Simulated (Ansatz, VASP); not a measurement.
ZnCu: VASP beside Ansatz

```xyz
2
Lattice="2.9629 0.0000 0.0000 0.0000 2.9629 0.0000 0.0000 0.0000 2.9629" Properties=species:S:1:pos:R:3 pbc="T T T"
Zn    1.4815    1.4815    1.4815
Cu    0.0000    0.0000    0.0000
```

Alike in both runs: task single point; functional PBE; k mesh 12 × 12 × 12; occupations gaussian, width 0.05 eV; no spin polarisation.

|  | VASP | Ansatz |
| --- | --- | --- |
| version | VASP 6.6.1 | Ansatz 0.2.0 |
| potentials or method | VASP PAW PBE potentials, release 64 (Zn, Cu), cutoff 520 eV | scalar-relativistic, plane waves, PAW |
| valence electrons in the cell | 23 | 31 |

```csv
,VASP,Ansatz,Ansatz less VASP
gap on the k mesh at the Fermi level (eV),none,none,-
pressure (GPa),1.1,0.3,-0.82
```

A gap of «none» marks a metal or a gap that the smearing closes. VASP's potentials hold 23 valence electrons a cell and Ansatz's 31, so a difference there can come from the potentials and not from the codes.
